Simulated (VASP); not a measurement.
# AlN (P2_1) in VASP: a series of runs, part 2 of 2

VASP 6.6.1. The steps go on from the part before.

### 3 Single point, PBE (atoms displaced along a vibrational mode)

INCAR

```
SYSTEM = AlN
ALGO = Normal
EDIFF = 1E-6
ENCUT = 520
GGA = PE
ISIF = 2
ISMEAR = 0
LASPH = .TRUE.
LCHARG = .FALSE.
LREAL = .FALSE.
LWAVE = .FALSE.
NBANDS = 26
NELM = 100
PREC = Accurate
SIGMA = 0.05
```

KPOINTS

```
k-points
0
G
  8 8 8
  0 0 0
```

POSCAR

```
AlN
1.0
   -3.1302395627      0.0000000000      0.0000000000
    0.0000000000      5.4217339625      0.0000000000
    1.5651197814     -2.7108669813     -5.0179796546
Al N
4 4
Direct
    0.9943436757      0.3324689746      0.9982712825
    0.4943436757      0.8324689746      0.9982712825
    0.2539276068      0.9158023079      0.4982712825
    0.7539276068      0.4158023079      0.4982712825
    0.8126042463      0.1416976921      0.6167287175
    0.3126042463      0.6416976921      0.6167287175
    0.0541244712      0.7250310254      0.1167287175
    0.5541244712      0.2250310254      0.1167287175
```

Potentials or basis: VASP PAW PBE potentials, release 64 (Al, N).

Command:

```console
$ cat potpaw_PBE.64/Al/POTCAR potpaw_PBE.64/N/POTCAR > POTCAR
$ mpirun -np 1 vasp_std > vasp.out
```

OUTCAR:

```text
SYSTEM = AlN
   EDIFF = 1E-6
   ENCUT = 520
   GGA = PE
   ISIF = 2
   ISMEAR = 0
   LASPH = .TRUE.
   LREAL = .FALSE.
   NELM = 100
   PREC = Accurate

 ion  position               nearest neighbor table
   1  0.994  0.332  0.998-   8 1.90   7 1.90   8 1.90   5 1.91   3 3.08   4 3.08   3 3.09   4 3.09
                             4 3.11   3 3.11   2 3.13   2 3.13   2 3.13   2 3.13
   2  0.494  0.832  0.998-   7 1.90   8 1.90   7 1.90   6 1.91   4 3.08   3 3.08   4 3.09   3 3.09
                             3 3.11   4 3.11   1 3.13   1 3.13   1 3.13   1 3.13
   3  0.254  0.916  0.498-   5 1.90   6 1.90   5 1.90   7 1.91   1 3.08   2 3.08   1 3.09   2 3.09
                             2 3.11   1 3.11   4 3.13   4 3.13   4 3.13   4 3.13
   4  0.754  0.416  0.498-   6 1.90   5 1.90   6 1.90   8 1.91   2 3.08   1 3.08   2 3.09   1 3.09
                             1 3.11   2 3.11   3 3.13   3 3.13   3 3.13   3 3.13
   5  0.813  0.142  0.617-   3 1.90   4 1.90   3 1.90   1 1.91
   6  0.313  0.642  0.617-   4 1.90   3 1.90   4 1.90   2 1.91
   7  0.054  0.725  0.117-   2 1.90   1 1.90   2 1.90   3 1.91
   8  0.554  0.225  0.117-   1 1.90   2 1.90   1 1.90   4 1.91

  LATTYP: Found a body centered orthorhombic cell.
 ALAT       =     3.1302395627
 B/A-ratio  =     1.7320508076
 C/A-ratio  =     3.2061313865

  Lattice vectors:

 A1 = (  -1.5651197814,   2.7108669813,   5.0179796546)
 A2 = (   1.5651197813,  -2.7108669812,   5.0179796546)
 A3 = (   1.5651197814,   2.7108669812,  -5.0179796546)

Analysis of symmetry for initial positions (statically):
=====================================================================
 Subroutine PRICEL returns following result:

  LATTYP: Found a hexagonal cell.
 ALAT       =     3.1302395627
 C/A-ratio  =     1.6030656932

  Lattice vectors:

 A1 = (   3.1302395627,  -0.0000000000,   0.0000000000)
 A2 = (  -1.5651197813,  -2.7108669813,   0.0000000000)
 A3 = (   0.0000000001,  -0.0000000000,  -5.0179796546)

[... 164 lines left out ...]
   LORBIT       =      0    0 simple, 1 ext, 2 COOP (PROOUT), +10 PAW based schemes
   GGA     = PE    functional components
   LHFCALC =     F    Hartree Fock is set to
   AEXX    =    0.0000 exact exchange contribution
   IVDW    =     0    specifies the selected vdW correction
   LEPSILON=     F    determine dielectric tensor
   LRPA    =     F    only Hartree local field effects (RPA)
 non-spin polarized calculation
 Gauss-broadening in eV      SIGMA  =   0.05
  energy-cutoff  :      520.00
  volume of cell :       85.16
 maximum number of plane-waves:      2322
   NGX = 11   NGY = 21   NGZ = 21

 number of electron      32.0000000 magnetization

 Free energy of the ion-electron system (eV)
  ---------------------------------------------------
  ext. energy  EPLUGINS =         0.00000000
  ---------------------------------------------------
  free energy    TOTEN  =       -59.55744015 eV

  energy without entropy =      -59.55744015  energy(sigma->0) =      -59.55744015

 E-fermi :   6.2209     XC(G=0): -10.8271

 val. band max:        5.9660134132   @ k =   0.0000   0.0000   0.0000
 cond. band min:      10.0063335565   @ k =   0.0000   0.0000   0.0000
 fundamental gap:      4.0403201433
 Fermi energy:         6.2208855544

 k-point     1 :       0.0000    0.0000    0.0000
  band No.  band energies     occupation
      1      -9.1029      2.00000
      2      -7.0200      2.00000
      3      -6.8276      2.00000
      4      -6.8276      2.00000
      5       0.0592      2.00000
      6       0.4431      2.00000
[... 685 lines left out ...]
     25      17.0600      0.00000
     26      17.1466      0.00000

 [... further k-points ...]

------------------------ aborting loop because EDIFF is reached ----------------------------------------

  FORCE on cell =-STRESS in cart. coord.  units (eV):
  Direction    XX          YY          ZZ          XY          YZ          ZX
  --------------------------------------------------------------------------------------
  -------------------------------------------------------------------------------------
  Total       -0.1613313     -0.1511563     -0.1175074      0.0311517     -0.0000000      0.0000000
  in kB       -3.0351805     -2.8437544     -2.2107064      0.5860679     -0.0000000      0.0000000
  external PRESSURE =      -2.6965471 kB  Pullay stress =       0.0000000 kB

 VOLUME and BASIS-vectors are now :
 -----------------------------------------------------------------------------
  energy-cutoff  :      520.00
  volume of cell :       85.16
      direct lattice vectors                 reciprocal lattice vectors
    -3.130239563  0.000000000  0.000000000    -0.319464367  0.000000000 -0.099641695
     0.000000000  5.421733963  0.000000000     0.000000000  0.184442838 -0.099641695
     1.565119781 -2.710866981 -5.017979655     0.000000000  0.000000000 -0.199283391

 POSITION                                       TOTAL-FORCE (eV/Angst)
 -----------------------------------------------------------------------------------
     -1.55012     -0.90362     -5.00930        -0.083498      0.000965      0.002081
      0.01500      1.80724     -5.00930        -0.083498      0.000965      0.002081
     -0.01500      3.61449     -2.50032         0.083498     -0.000965      0.002081
     -1.58012      0.90362     -2.50032         0.083498     -0.000965      0.002081
     -1.57839     -0.90362     -3.09473         0.038701      0.000365     -0.002081
     -0.01327      1.80724     -3.09473         0.038701      0.000365     -0.002081
      0.01327      3.61449     -0.58574        -0.038701     -0.000365     -0.002081
     -1.55185      0.90362     -0.58574        -0.038701     -0.000365     -0.002081
 -----------------------------------------------------------------------------------
    total drift:                               -0.000001     -0.000012      0.001145

  FREE ENERGIE OF THE ION-ELECTRON SYSTEM (eV)
  ---------------------------------------------------
  free  energy   TOTEN  =       -59.5574401453 eV

  energy  without entropy=      -59.5574401453  energy(sigma->0) =      -59.55744015
```

Run time: 3.4 min. Hardware: 1 thread of Intel Xeon Platinum 8488C (Sapphire Rapids), shared host; peak memory 0.37 GiB.

Results:

| Item | Value |
| --- | --- |
| Free energy | -59.5574 eV |
| Pressure | -0.3 GPa |
| Largest force | 0.084 eV/Å |
| Band gap on the k mesh | 4.04 eV |

Forces on the atoms (eV/Å):
```
Al  -0.083  0.001  0.002
Al  -0.083  0.001  0.002
Al   0.083 -0.001  0.002
Al   0.083 -0.001  0.002
N    0.039  0.000 -0.002
N    0.039  0.000 -0.002
N   -0.039  0.000 -0.002
N   -0.039  0.000 -0.002
```

Stress tensor (GPa, compression positive):
```
-0.30  0.06  0.00
 0.06 -0.28  0.00
 0.00  0.00 -0.22
```

Caveat: the cell differs from its parent crystal (atoms displaced along a vibrational mode). A k mesh can miss the band edges.
